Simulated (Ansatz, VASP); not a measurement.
Si2Mo: VASP beside Ansatz

The input POSCAR:

```
Si2Mo
1.0
    4.5854715599      0.0000000000      0.0000000000
   -2.2927357800      3.9711348592      0.0000000000
    0.0000000000      0.0000000000      6.5797601000
Mo Si
3 6
Direct
    0.5000000000      0.5000000000      0.8333333333
    0.0000000000      0.5000000000      0.1666666667
    0.5000000000      0.0000000000      0.5000000000
    0.1638729800      0.3277459600      0.5000000000
    0.6722540400      0.8361270200      0.1666666667
    0.8361270200      0.1638729800      0.8333333333
    0.8361270200      0.6722540400      0.5000000000
    0.3277459600      0.1638729800      0.1666666667
    0.1638729800      0.8361270200      0.8333333333
```

Contents of INCAR.step1:

```
SYSTEM = Si2Mo
ALGO = Normal
EDIFF = 1E-4
ENCUT = 520
GGA = PE
ISMEAR = -1
LASPH = .TRUE.
LCHARG = .FALSE.
LREAL = .FALSE.
LWAVE = .TRUE.
NBANDS = 43
NELM = 60
PREC = Accurate
SIGMA = 0.05
```

INCAR.step2

```
SYSTEM = Si2Mo
ALGO = Normal
EDIFF = 1E-6
ENCUT = 520
ISIF = 2
ISMEAR = -1
ISTART = 1
LASPH = .TRUE.
LCHARG = .TRUE.
LELF = .TRUE.
LMIXTAU = .TRUE.
LREAL = .FALSE.
LVHAR = .TRUE.
LWAVE = .FALSE.
METAGGA = R2SCAN
NBANDS = 43
NELM = 60
PREC = Accurate
SIGMA = 0.05
```

File KPOINTS:

```
k-points
0
G
  7 7 4
  0 0 0
```

Contents of input.yaml:

```yaml
crystal:
  lattice:
    - [4.5854715599, 0.0, 0.0]
    - [-2.29273578, 3.9711348592, 0.0]
    - [0.0, 0.0, 6.5797601]
  atoms:
    - { symbol: Mo, position: [0.5, 0.5, 0.8333333333] }
    - { symbol: Mo, position: [0.0, 0.5, 0.1666666667] }
    - { symbol: Mo, position: [0.5, 0.0, 0.5] }
    - { symbol: Si, position: [0.16387298, 0.32774596, 0.5] }
    - { symbol: Si, position: [0.67225404, 0.83612702, 0.1666666667] }
    - { symbol: Si, position: [0.83612702, 0.16387298, 0.8333333333] }
    - { symbol: Si, position: [0.83612702, 0.67225404, 0.5] }
    - { symbol: Si, position: [0.32774596, 0.16387298, 0.1666666667] }
    - { symbol: Si, position: [0.16387298, 0.83612702, 0.8333333333] }
hamiltonian:
  xc: r2scan
  pseudopotentials: { kind: paw }
kpoints:
  mp_grid: { grid: [7, 7, 4] }
  band_path:
    path:
      - [[0.0, 0.0, 0.0], [0.5, 0.0, 0.0], [0.3333333333, 0.3333333333, 0.0], [0.0, 0.0, 0.0], [0.0, 0.0, 0.5], [0.5, 0.0, 0.5], [0.3333333333, 0.3333333333, 0.5], [0.0, 0.0, 0.5]]
      - [[0.5, 0.0, 0.5], [0.5, 0.0, 0.0]]
      - [[0.3333333333, 0.3333333333, 0.0], [0.3333333333, 0.3333333333, 0.5]]
    npoints: 10
scf:
  occupations: { method: fermi_dirac, width: 0.05 }
  n_extra_bands: 22
output:
  forces: true
  stress: true
  eigenvalues: true
  fatbands: true
```

Alike in both runs: functional r2SCAN; k mesh 7 × 7 × 4; occupations fermi-dirac, width 0.05 eV; no spin polarisation.

|  | VASP | Ansatz |
| --- | --- | --- |
| version | VASP 6.6.1 | Ansatz 0.2.0 |
| potentials or method | VASP PAW PBE potentials, release 64 (Mo_sv, Si) | Ansatz PAW |
| plane-wave cutoff (eV) | 520 | 500 |
| valence electrons in the cell | 66 | 66 |
| task | single point | band structure |

|  | VASP | Ansatz | Ansatz less VASP |
| --- | --- | --- | --- |
| gap on the k mesh at the Fermi level (eV) | 0.37 | 0.37 | +0.004 |
| least direct gap on the mesh (eV) | 0.78 | 0.78 | +0.001 |
| pressure (GPa) | 0.2 | -0.2 | -0.40 |
| traceless stress, the component that is largest in VASP (GPa) | -0.09 | -0.07 | +0.021 |
| rms of the force components (eV/Å) | 0.004 | 0.001 | -0.0034 |

VASP's potentials were made for PBE, not for r2SCAN. Atom by atom the forces differ by 0.003 eV/Å (rms over components). The functional is the same, so the differences come from potentials, cutoffs and numerics.

Noted on Ansatz's run: the k mesh misses the band edges, so the gap on the mesh is wider than the one along the path.
